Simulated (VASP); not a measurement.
Input of a VASP 6.6.1 run:

The input POSCAR:

```
ZnS
1.0
    0.0000000000      2.7046490548      2.7046490548
    2.7046490548      0.0000000000      2.7046490548
    2.7046490548      2.7046490548      0.0000000000
Zn S
1 1
Direct
    0.0000000000      0.0000000000      0.0000000000
    0.7500000000      0.7500000000      0.7500000000
```

File INCAR.step1:

```
SYSTEM = ZnS
  PREC = Accurate
  ENCUT = 520
  EDIFF = 1E-5
  ISMEAR = 0
  SIGMA = 0.05
  LREAL = .FALSE.
  LASPH = .TRUE.
  NELM = 60
  ALGO = Normal
  ISIF = 2
  LWAVE = .TRUE.
  NBANDS = 16
  GGA = PE
```

The input INCAR.step2:

```
SYSTEM = ZnS
  PREC = Accurate
  ENCUT = 520
  EDIFF = 1E-6
  ISMEAR = 0
  SIGMA = 0.05
  LREAL = .FALSE.
  LASPH = .TRUE.
  NELM = 60
  ALGO = Normal
  ISIF = 2
  LWAVE = .FALSE.
  LCHARG = .TRUE.
  METAGGA = R2SCAN
  LHFCALC = .TRUE.
  AEXX = 0.5
  LMIXTAU = .TRUE.
  PRECFOCK = Normal
  LELF = .TRUE.
  LVHAR = .TRUE.
  NBANDS = 16
  ISTART = 1
```

The input KPOINTS:

```
regular mesh
0
G
  4 4 4
  0 0 0
```

Potentials or basis: VASP PAW PBE potentials, release 64 (Zn, S).

Launch:

```sh
$ cat potpaw_PBE.64/Zn/POTCAR potpaw_PBE.64/S/POTCAR > POTCAR
$ cp INCAR.step1 INCAR
$ mpirun -np 1 vasp_std > vasp.out
$ cp INCAR.step2 INCAR
$ mpirun -np 1 vasp_std > vasp.out
```

Estimate the band gap on the k mesh.

6.15 eV.

Predict the pressure.

-0.8 GPa.

Caveat: the k points lie up to 0.50 Å⁻¹ apart; the PAW data sets were made with another functional, which shifts forces and pressure a little.
